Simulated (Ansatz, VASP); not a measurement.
# One calculation of P, two programs

INCAR

```
SYSTEM = P
ALGO = Normal
EDIFF = 1E-6
ENCUT = 520
GGA = PE
ISIF = 2
ISMEAR = 0
IVDW = 12
LASPH = .True.
LCHARG = .True.
LELF = .True.
LREAL = .False.
LVHAR = .True.
LWAVE = .False.
NBANDS = 8
NELM = 100
PREC = Accurate
SIGMA = 0.05
```

File KPOINTS:

```
k-points
0
Gamma
  20 20 20
  0 0 0
```

POSCAR

```
P
1.0
   -1.5180065144      1.5180065144      1.5180065144
    1.5180065144     -1.5180065144      1.5180065144
    1.5180065144      1.5180065144     -1.5180065144
P
1
Direct
    0.0000000000      0.0000000000      0.0000000000
```

Input for Ansatz:

```yaml
crystal:
  lattice:
    - [-1.5180065144, 1.5180065144, 1.5180065144]
    - [1.5180065144, -1.5180065144, 1.5180065144]
    - [1.5180065144, 1.5180065144, -1.5180065144]
  atoms:
    - { symbol: P, position: [0.0, 0.0, 0.0] }
basis:
  ecutwfc: 420
  ecutrho_ratio: 4
kpoints:
  mp_grid: { grid: [20, 20, 20] }
hamiltonian:
  xc: pbe
  dispersion: d3bj
scf:
  occupations: { method: gaussian, width: 0.05 }
output:
  forces: true
  stress: true
  eigenvalues: true
```

Alike in both runs: task single point; functional PBE; dispersion D3(BJ); k mesh 20 × 20 × 20; occupations gaussian, width 0.05 eV; no spin polarisation.

|  | VASP | Ansatz |
| --- | --- | --- |
| version | VASP 6.6.1 | Ansatz 0.2.0 |
| potentials or method | VASP PAW PBE potentials, release 64 (P), cutoff 520 eV | scalar-relativistic, plane waves, PAW |
| valence electrons in the cell | 5 | 5 |

```tsv
	VASP	Ansatz	Ansatz less VASP
gap on the k mesh at the Fermi level (eV)	none	none	-
pressure (GPa)	-4.3	-4.0	+0.22
```

A gap of «none» marks a metal or a gap that the smearing closes.
